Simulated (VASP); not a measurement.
Wanted: the native input for a VASP 6.6.1 run.

```
Task                   : single point
Functional             : PBE
Potentials or basis    : VASP PAW PBE potentials, release 64 (Mg, Te, Se)
Cutoff                 : 520 eV
k mesh                 : 3 × 3 × 4
Occupations            : gaussian, width 0.1 eV
Spin                   : no spin polarisation
Dipole correction      : no
Further INCAR settings : ALGO = Normal; EDIFF = 1e-06; NBANDS = 21
```

The structure of Mg3TeSe2 lies in POSCAR:

```
Mg3TeSe2
1.0
    5.9818903900      0.0000000000      0.0000000000
   -2.9909452000      5.1804690400      0.0000000000
    0.0000000000      0.0000000000      4.6525918000
Mg Te Se
3 1 2
Direct
    0.5000000000      0.0000000000      0.5000000000
    0.5000000000      0.5000000000      0.5000000000
    0.0000000000      0.5000000000      0.5000000000
    0.0000000000      0.0000000000      0.0000000000
    0.3333333300      0.6666666700      0.0000000000
    0.6666666700      0.3333333300      0.0000000000
```

The cell was built from a structure type or drawn by symmetry, and may not be a known phase.

One way to write it, as run:

INCAR

```
SYSTEM = Mg3TeSe2
PREC = Accurate ; ENCUT = 520
EDIFF = 1E-6 ; ISMEAR = 0
SIGMA = 0.1 ; LREAL = .False.
LASPH = .True. ; NELM = 60
ALGO = Normal ; ISIF = 2
LWAVE = .False. ; LCHARG = .True.
GGA = PE ; LELF = .True.
LVHAR = .True. ; NBANDS = 21
```

KPOINTS

```
regular mesh
0
Gamma
  3 3 4
  0 0 0
```

Potentials or basis: VASP PAW PBE potentials, release 64 (Mg, Te, Se).

The run is started by

```bash
$ cat potpaw_PBE.64/Mg/POTCAR potpaw_PBE.64/Te/POTCAR potpaw_PBE.64/Se/POTCAR > POTCAR
$ mpirun -np 1 vasp_std > vasp.out
```

Results of the run:

```json
{"Pressure": "0.2 GPa", "Band gap on the k mesh": "zero (bands 12 and 13 overlap by 1.63 eV)"}
```

Caveat: the k points lie up to 0.40 Å⁻¹ apart, too coarse for converged energies and pressures of a metal; spin-orbit coupling is left out, which moves the levels of the heavy elements.

It took 21 s on 1 thread of Intel(R) Xeon(R) 6975P-C (Granite Rapids) (shared host), peak memory 0.28 GiB.
